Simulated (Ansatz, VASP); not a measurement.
**Two plane-wave programs on AlN**

```xyz
2
Lattice="2.7846 0.0000 0.0000 1.3923 2.4115 0.0000 1.3923 0.8038 2.2736" Properties=species:S:1:pos:R:3 pbc="T T T"
Al    0.0000    0.0000    0.0000
N     2.7846    1.6077    1.1368
```

Alike in both runs: task single point; functional r2SCAN; k mesh 10 × 10 × 10; no spin polarisation.

```csv
,VASP,Ansatz
version,VASP 6.6.1,Ansatz 0.2.0
potentials or method,"VASP PAW PBE potentials, release 64 (Al, N), cutoff 520 eV","plane waves, PAW"
occupations,"gaussian, width 0.01 eV",fixed
valence electrons in the cell,8,8
```

VASP gave:

```
gap on the k mesh at the Fermi level (eV) : 5.84
```

Q: Estimate Ansatz's values.

A: gap on the k mesh at the Fermi level (eV): 5.87.

VASP's potentials were made for PBE, not for r2SCAN.
